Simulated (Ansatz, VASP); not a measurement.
## Two plane-wave programs on SrCl2

Contents of POSCAR:

```
SrCl2
1.0
    0.0000000000      3.4976509413      3.4976509413
    3.4976509413      0.0000000000      3.4976509413
    3.4976509413      3.4976509413      0.0000000000
Sr Cl
1 2
Direct
    0.0000000000      0.0000000000      0.0000000000
    0.2500000000      0.2500000000      0.2500000000
    0.7500000000      0.7500000000      0.7500000000
```

The input INCAR.step1:

```
PREC = Accurate
ENCUT = 520
EDIFF = 1E-5
ISMEAR = 0
SIGMA = 0.01
LREAL = False
LASPH = True
NELM = 80
ALGO = Normal
ISIF = 2
LWAVE = True
LCHARG = False
NBANDS = 19
GGA = PE
```

INCAR.step2

```
PREC = Accurate
ENCUT = 520
EDIFF = 1E-6
ISMEAR = 0
SIGMA = 0.01
LREAL = False
LASPH = True
NELM = 80
ALGO = Normal
ISIF = 2
LWAVE = False
LCHARG = False
GGA = PE
LHFCALC = True
HFSCREEN = 0.2079
PRECFOCK = Normal
NBANDS = 19
ISTART = 1
```

Contents of KPOINTS:

```
regular mesh
0
Gamma
  4 4 4
```

Input for Ansatz:

```yaml
crystal:
  lattice:
    - [0.0, 3.4976509413, 3.4976509413]
    - [3.4976509413, 0.0, 3.4976509413]
    - [3.4976509413, 3.4976509413, 0.0]
  atoms:
    - { symbol: Sr, position: [0.0, 0.0, 0.0] }
    - { symbol: Cl, position: [0.25, 0.25, 0.25] }
    - { symbol: Cl, position: [0.75, 0.75, 0.75] }
kpoints:
  mp_grid: { grid: [4, 4, 4] }
hamiltonian:
  xc: hse06
scf:
  occupations: { method: fixed }
  n_extra_bands: 4
output:
  forces: true
  stress: true
  eigenvalues: true
  write_density: true
  write_potential: true
  elf: true
  volumetric_format: npy
```

Alike in both runs: task single point; functional HSE06; k mesh 4 × 4 × 4; no spin polarisation.

```csv
,VASP,Ansatz
version,VASP 6.6.1,Ansatz 0.2.0
potentials or method,"VASP PAW PBE potentials, release 64 (Sr_sv, Cl)","plane waves, PAW"
plane-wave cutoff (eV),520,420
occupations,"gaussian, width 0.01 eV",fixed
valence electrons in the cell,24,24
```

|  | VASP | Ansatz | Ansatz less VASP |
| --- | --- | --- | --- |
| gap on the k mesh at the Fermi level (eV) | 6.58 | 6.59 | +0.007 |
| pressure (GPa) | 0.3 | 0.2 | -0.06 |

Ansatz's warnings: stress exchange threshold loose, stress scf threshold loose.
